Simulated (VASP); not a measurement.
Al48N49 (a cell with a defect): single point with PBEsol

The system is Al48N49 (a cell with a defect).

```
CELL_PARAMETERS angstrom
9.34145 0.00000 0.00000
0.00000 10.78657 0.00000
0.00000 0.00000 9.96706
ATOMIC_POSITIONS crystal
Al 0.16638 0.08314 0.24726
Al 0.16225 0.07759 0.74803
Al 0.00116 0.33407 0.24926
Al 0.00012 0.33364 0.74786
Al 0.50031 0.08317 0.24934
Al 0.50032 0.08297 0.74847
Al 0.32994 0.33107 0.23968
Al 0.31232 0.31406 0.75036
Al 0.16875 0.58416 0.24717
Al 0.17221 0.58400 0.74687
Al 0.00156 0.83377 0.24776
Al 0.00141 0.83217 0.74759
Al 0.83488 0.08415 0.25021
Al 0.83537 0.08436 0.74837
Al 0.66844 0.33349 0.24501
Al 0.68774 0.32516 0.76886
Al 0.50245 0.58856 0.24271
Al 0.51343 0.61357 0.75331
Al 0.33451 0.83487 0.24794
Al 0.33420 0.83698 0.74694
Al 0.83627 0.58514 0.24963
Al 0.83756 0.58589 0.74777
Al 0.66891 0.83602 0.24772
Al 0.67335 0.84209 0.74816
Al 0.99996 0.16775 0.49770
Al 0.00135 0.16730 0.99870
Al 0.33137 0.16499 0.49540
Al 0.33494 0.16378 0.99761
Al 0.16575 0.41686 0.49501
Al 0.16864 0.41794 0.99630
Al 0.00255 0.66739 0.49777
Al 0.00331 0.66716 0.99763
Al 0.66508 0.17011 0.49850
Al 0.66908 0.16291 0.00395
Al 0.48882 0.42122 0.46342
Al 0.50382 0.41727 0.99603
Al 0.33590 0.66856 0.49679
Al 0.33389 0.66900 0.99773
Al 0.16682 0.91663 0.49669
Al 0.16795 0.91664 0.99821
Al 0.83052 0.41806 0.49729
Al 0.83964 0.41873 0.00376
Al 0.67064 0.67100 0.49587
Al 0.67360 0.66978 0.99959
Al 0.50155 0.91800 0.49754
Al 0.50191 0.91702 0.99822
Al 0.83526 0.91896 0.49720
Al 0.83680 0.91770 0.99881
N 0.00056 0.16808 0.18921
N 0.00069 0.16814 0.68912
N 0.33387 0.16460 0.18633
N 0.32862 0.15566 0.68707
N 0.16600 0.41800 0.18575
N 0.16566 0.41635 0.68720
N 0.00236 0.66722 0.18849
N 0.00504 0.66587 0.68848
N 0.66732 0.16567 0.19267
N 0.66637 0.16968 0.69132
N 0.49936 0.41848 0.18989
N 0.44706 0.40373 0.65019
N 0.33420 0.66862 0.18728
N 0.33884 0.66948 0.68835
N 0.16778 0.91694 0.18845
N 0.16622 0.91410 0.68738
N 0.83562 0.41863 0.19245
N 0.83426 0.41785 0.68961
N 0.67093 0.66913 0.18848
N 0.67941 0.67939 0.68642
N 0.50134 0.91727 0.18873
N 0.50293 0.91775 0.68873
N 0.83586 0.91834 0.18917
N 0.83880 0.92080 0.68799
N 0.16472 0.08279 0.43772
N 0.16684 0.08310 0.93836
N 0.99781 0.33462 0.43984
N 0.00251 0.33401 0.93809
N 0.49995 0.08476 0.43999
N 0.50246 0.08356 0.93887
N 0.32501 0.32881 0.42777
N 0.33657 0.33204 0.93637
N 0.16971 0.58380 0.43862
N 0.17021 0.58377 0.93718
N 0.00053 0.83355 0.43834
N 0.00184 0.83324 0.93843
N 0.83240 0.08623 0.44068
N 0.83525 0.08395 0.93908
N 0.66226 0.33663 0.43780
N 0.67456 0.33050 0.95362
N 0.50327 0.58997 0.43358
N 0.50434 0.58693 0.94081
N 0.33457 0.83495 0.43872
N 0.33526 0.83469 0.93766
N 0.83527 0.58462 0.44005
N 0.83647 0.58336 0.93867
N 0.66860 0.83680 0.43765
N 0.66967 0.83546 0.93885
N 0.54642 0.44418 0.72694
```

| Property | Result |
| --- | --- |
| Program | VASP 6.6.1 |
| Task | single point |
| Functional | PBEsol |
| Potentials or basis | VASP PAW PBE potentials, release 64 (Al, N) |
| Cutoff | 520 eV |
| k mesh | 1 × 1 × 1, shifted |
| Occupations | fermi-dirac, width 0.05 eV |
| Spin | no spin polarisation |
| Dipole correction | no |
| Charge | 1 |
| Further INCAR settings | LREAL = Auto; ALGO = Normal; EDIFF = 1e-06; NBANDS = 248; ISYM = -1; NELECT = 388.0 |

```json
{"Largest force": "0.202 eV/Å"}
```

Forces in eV/Å, atoms in the order of the input:
```
Al   0.004  0.007 -0.004
Al  -0.038  0.000  0.008
Al   0.005  0.001  0.008
Al   0.001  0.063 -0.029
Al  -0.005  0.003  0.002
Al   0.024 -0.004  0.004
Al  -0.006  0.008  0.013
Al  -0.102  0.174  0.020
Al   0.005  0.001 -0.005
Al  -0.001 -0.046 -0.003
Al  -0.002 -0.003 -0.001
Al   0.000 -0.009  0.004
Al   0.006  0.009  0.002
Al   0.002  0.019  0.002
Al   0.002  0.007  0.028
Al   0.085  0.075 -0.159
Al  -0.003 -0.002 -0.039
Al  -0.098 -0.046  0.159
Al  -0.003 -0.003 -0.006
Al  -0.001 -0.008  0.009
Al  -0.004  0.008 -0.001
Al   0.033 -0.052 -0.002
Al   0.003 -0.008 -0.007
Al  -0.015  0.026  0.023
Al  -0.001  0.014  0.001
Al  -0.001  0.007  0.002
Al   0.000  0.015 -0.031
Al  -0.005  0.004  0.009
Al  -0.009 -0.019  0.024
Al   0.001  0.002 -0.012
Al  -0.003 -0.009  0.001
Al   0.004 -0.012 -0.003
Al   0.000  0.026 -0.005
Al  -0.010 -0.024  0.001
Al   0.064 -0.161  0.024
Al  -0.029  0.054 -0.009
Al  -0.024  0.016 -0.012
Al   0.037 -0.021 -0.006
Al   0.000 -0.003 -0.008
Al   0.005 -0.008 -0.001
Al  -0.008 -0.014  0.032
Al   0.032  0.020 -0.005
Al   0.023  0.001 -0.025
Al  -0.049 -0.020  0.001
Al  -0.004  0.003 -0.005
Al  -0.006 -0.011  0.003
Al   0.005  0.004 -0.016
Al   0.005 -0.005  0.001
N   -0.002 -0.007 -0.001
N    0.005 -0.025  0.001
N    0.001 -0.008  0.002
N    0.054  0.044 -0.021
N   -0.002  0.002 -0.006
N   -0.086 -0.019  0.018
N   -0.002  0.004  0.001
N   -0.005  0.026 -0.002
N    0.002  0.003 -0.013
N   -0.011 -0.013  0.011
N    0.001 -0.003 -0.004
N   -0.043 -0.115 -0.150
N   -0.008  0.007  0.021
N    0.014 -0.002 -0.018
N   -0.001  0.001  0.001
N    0.011  0.012 -0.003
N   -0.006 -0.004 -0.012
N    0.072 -0.010  0.021
N    0.008  0.007  0.024
N   -0.022 -0.072 -0.025
N    0.003  0.003  0.002
N    0.000 -0.005  0.000
N   -0.001  0.002  0.001
N   -0.007 -0.019 -0.003
N    0.004 -0.004  0.007
N    0.007 -0.001 -0.008
N   -0.003 -0.007 -0.013
N   -0.006 -0.014  0.018
N   -0.001 -0.007  0.006
N    0.003  0.004 -0.005
N   -0.021  0.022 -0.012
N    0.008 -0.021 -0.001
N    0.008  0.008  0.001
N   -0.005  0.009  0.006
N    0.000  0.003  0.003
N   -0.001  0.005 -0.002
N   -0.002 -0.010  0.003
N   -0.004  0.002  0.001
N    0.017  0.001 -0.033
N   -0.046  0.017 -0.039
N   -0.018 -0.017  0.047
N   -0.001  0.081  0.076
N    0.006  0.000  0.005
N   -0.004  0.014 -0.004
N   -0.007  0.011  0.001
N   -0.001  0.004  0.001
N   -0.003 -0.005  0.012
N    0.007  0.007 -0.010
N    0.167  0.010  0.108
```

Levels at points of the mesh, in eV from the Fermi level:
| k point | band 191 | band 192 | band 193 | band 194 | band 195 | band 196 | band 197 | band 198 |
| --- | --- | --- | --- | --- | --- | --- | --- | --- |
| (0.25, 0.25, 0.25) | -1.49 | -1.43 | -1.35 | -0.11 | 0.11 | 3.63 | 3.80 | 4.01 |

Run time: 9.5 min on 1 thread of Intel(R) Xeon(R) Platinum 8488C (Sapphire Rapids), with other jobs on the host, peak memory 0.9 GiB.

Caveat: the cell carries a net charge on a neutralising background, which shifts energy and pressure; the cell is charged against a uniform background, so pressure and absolute levels hang on convention; the PAW data sets were made with another functional, which shifts forces and pressure a little.
